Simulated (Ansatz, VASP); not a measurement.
Two plane-wave programs on TiO

```xyz
6
Lattice="4.9563 0.0000 0.0000 -2.4782 4.2923 0.0000 0.0000 0.0000 2.8384" Properties=species:S:1:pos:R:3 pbc="T T T"
Ti    2.4782    1.4308    1.4192
Ti    0.0000    2.8615    1.4192
Ti    0.0000    0.0000    0.0000
O     1.4997    2.5976    0.0000
O     1.9569    0.0000    0.0000
O    -0.9785    1.6947    0.0000
```

Alike in both runs: functional PBEsol; k mesh 6 × 6 × 8; occupations gaussian, width 0.1 eV; no spin polarisation.

Ansatz relaxed the structure, and its values are those at the end. VASP's run is a single point on that final structure, the one shown.

```csv
,VASP,Ansatz
version,VASP 6.6.1,Ansatz 0.2.0
potentials or method,"VASP PAW PBE potentials, release 64 (Ti_sv, O), cutoff 520 eV","scalar-relativistic, plane waves, PAW"
valence electrons in the cell,54,54
```

VASP gave:

* gap on the k mesh at the Fermi level (eV): none
* pressure (GPa): 0.8
* rms of the force components (eV/Å): 0.005

Problem. Which values does Ansatz return?

Solution. gap on the k mesh at the Fermi level (eV): none; pressure (GPa): 0.0; rms of the force components (eV/Å): 0.000.

VASP's potentials were made for PBE, not for PBEsol. A gap of «none» marks a metal or a gap that the smearing closes.
